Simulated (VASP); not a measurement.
Set up this calculation in VASP 6.6.1, as the native input.

* Task: single point
* Functional: PBE
* Potentials or basis: VASP PAW PBE potentials, release 64 (Ga_d, N)
* Cutoff: 520 eV
* k mesh: 10 × 10 × 10
* Occupations: gaussian, width 0.01 eV
* Spin: non-collinear spin, zero start, spin-orbit coupling
* Starting moments: [[0.0, 0.0, 0.0], [0.0, 0.0, 0.0]] μB
* Dipole correction: no
* Further INCAR settings: ALGO = Normal; EDIFF = 1e-06; NBANDS = 30

The structure of GaN lies in POSCAR:

```
GaN
1.0
    0.0000000000      2.2489526313      2.2489526313
    2.2489526313      0.0000000000      2.2489526313
    2.2489526313      2.2489526313      0.0000000000
Ga N
1 1
Direct
    0.0000000000      0.0000000000      0.0000000000
    0.7500000000      0.7500000000      0.7500000000
```

One way to write it, as run:

INCAR

```
SYSTEM = GaN
PREC = Accurate
ENCUT = 520
EDIFF = 1E-6
ISMEAR = 0
SIGMA = 0.01
LREAL = .FALSE.
LASPH = .TRUE.
NELM = 150
ALGO = Normal
ISIF = 2
LWAVE = .FALSE.
LCHARG = .FALSE.
MAGMOM = 0 0 0 0 0 0
LORBIT = 11
LSORBIT = .TRUE.
GGA_COMPAT = .FALSE.
LORBMOM = .TRUE.
GGA = PE
NBANDS = 30
```

KPOINTS

```
Automatic mesh
0
G
  10 10 10
  0 0 0
```

Potentials or basis: VASP PAW PBE potentials, release 64 (Ga_d, N).

Run with:

```sh
$ cat potpaw_PBE.64/Ga_d/POTCAR potpaw_PBE.64/N/POTCAR > POTCAR
$ mpirun -np 1 vasp_ncl > vasp.out
```

It gave:

* Pressure: 6.2 GPa
* Net moment: 0.00 μB per cell
* Valence electrons inside the program's atomic spheres: Ga 11.88; N 3.75

It took 38 s on 1 thread of Intel(R) Xeon(R) 6975P-C (Granite Rapids) (shared host), peak memory 0.24 GiB.
